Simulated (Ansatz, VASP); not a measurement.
**Al3Cu in VASP and in Ansatz**

INCAR

```
PREC     = Accurate       # precision mode
ENCUT    = 520            # plane-wave cutoff, eV
EDIFF    = 1E-7           # SCF threshold, eV
ISMEAR   = 0              # smearing method
SIGMA    = 0.15           # smearing width, eV
LREAL    = F              # projectors in reciprocal space
LASPH    = T              # aspherical terms in the spheres
NELM     = 100            # most SCF steps
ALGO     = Fast           # electronic algorithm
ISIF     = 2              # what is computed and relaxed
LWAVE    = F              # write WAVECAR
LCHARG   = T              # write CHGCAR
GGA      = CA             # functional
LELF     = T              # ELF
LVHAR    = T            
NBANDS   = 18             # bands
```

Contents of KPOINTS:

```
regular mesh
0
Gamma
  10 10 10
```

Contents of POSCAR:

```
Al3Cu
1.0
    3.4373963450      0.0000000000      0.0000000000
    0.0000000000      4.0025217282      0.0000000000
    0.0000000000      0.0000000000      4.1247214188
Al Cu
3 1
Direct
    0.0000000000      0.5000000000      0.5000000000
    0.5000000000      0.0000000000      0.5000000000
    0.5000000000      0.5000000000      0.0000000000
    0.0000000000      0.0000000000      0.0000000000
```

Input for Ansatz:

```yaml
crystal:
  lattice:
    - [3.437396345, 0.0, 0.0]
    - [0.0, 4.0025217282, 0.0]
    - [0.0, 0.0, 4.1247214188]
  atoms:
    - { symbol: Al, position: [0.0, 0.5, 0.5] }
    - { symbol: Al, position: [0.5, 0.0, 0.5] }
    - { symbol: Al, position: [0.5, 0.5, 0.0] }
    - { symbol: Cu, position: [0.0, 0.0, 0.0] }
basis:
  ecutwfc: 520.0
kpoints:
  mp_grid: { grid: [10, 10, 10] }
hamiltonian:
  xc: lda
  pseudopotentials: { kind: paw, azcp: { folder: soft_1 } }
scf:
  occupations: { method: gaussian, width: 0.15 }
output:
  forces: true
  stress: true
  eigenvalues: true
```

Change from the starting cell: strain +e along x and -e along y -0.0733, strain +e along z and -e/2 along x and y +0.0700.

Alike in both runs: task single point; functional LDA; k mesh 10 × 10 × 10; occupations gaussian, width 0.15 eV; no spin polarisation.

```csv
,VASP,Ansatz
version,VASP 6.6.1,Ansatz 0.2.0
potentials or method,"VASP PAW LDA potentials, release 64 (Al, Cu), cutoff 520 eV","scalar-relativistic, plane waves, PAW"
valence electrons in the cell,20,28
```

Ansatz gave:

- gap on the k mesh at the Fermi level (eV): none
- pressure (GPa): 1.7
- traceless stress, the component that is largest in VASP (GPa): 5.75

What did VASP give for the same quantities?

gap on the k mesh at the Fermi level (eV): none; pressure (GPa): 2.1; traceless stress, the component that is largest in VASP (GPa): 5.74.

Ansatz warns that its potentials were made for another functional, while VASP's fit it. LDA's correlation is that of Perdew and Zunger in VASP and of Perdew and Wang (1992) in Ansatz. A gap of «none» marks a metal or a gap that the smearing closes. VASP's potentials hold 20 valence electrons a cell and Ansatz's 28, so a difference there can come from the potentials and not from the codes.
